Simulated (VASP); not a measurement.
Here is a VASP 6.6.1 calculation.

Contents of POSCAR:

```
Cu
1.0
    0.0000000000      1.7138333031      1.7138333031
    1.7138333031      0.0000000000      1.7138333031
    1.7138333031      1.7138333031      0.0000000000
Cu
1
Direct
    0.0000000000      0.0000000000      0.0000000000
```

File INCAR.step1:

```
ALGO = Normal ; EDIFF = 1E-4
ENCUT = 520 ; GGA = PE
ISMEAR = 0 ; LASPH = True
LCHARG = False ; LREAL = False
LWAVE = True ; NBANDS = 12
NELM = 100 ; PREC = Accurate
SIGMA = 0.1
```

The input INCAR.step2:

```
ALGO = Normal ; EDIFF = 1E-6
ENCUT = 520 ; ISIF = 2
ISMEAR = 0 ; ISTART = 1
LASPH = True ; LCHARG = False
LMIXTAU = True ; LREAL = False
LWAVE = False ; METAGGA = R2SCAN
NBANDS = 12 ; NELM = 100
PREC = Accurate ; SIGMA = 0.1
```

Contents of KPOINTS:

```
k-points
0
Gamma
  20 20 20
```

Potentials or basis: VASP PAW PBE potentials, release 64 (Cu).

Command:

```console
$ cat potpaw_PBE.64/Cu/POTCAR > POTCAR
$ cp INCAR.step1 INCAR
$ mpirun -np 1 vasp_std > vasp.out
$ cp INCAR.step2 INCAR
$ mpirun -np 1 vasp_std > vasp.out
```

Task: Estimate the pressure.

Result: 29.4 GPa.

Caveat: the PAW data sets were made with another functional, which shifts forces and pressure a little.
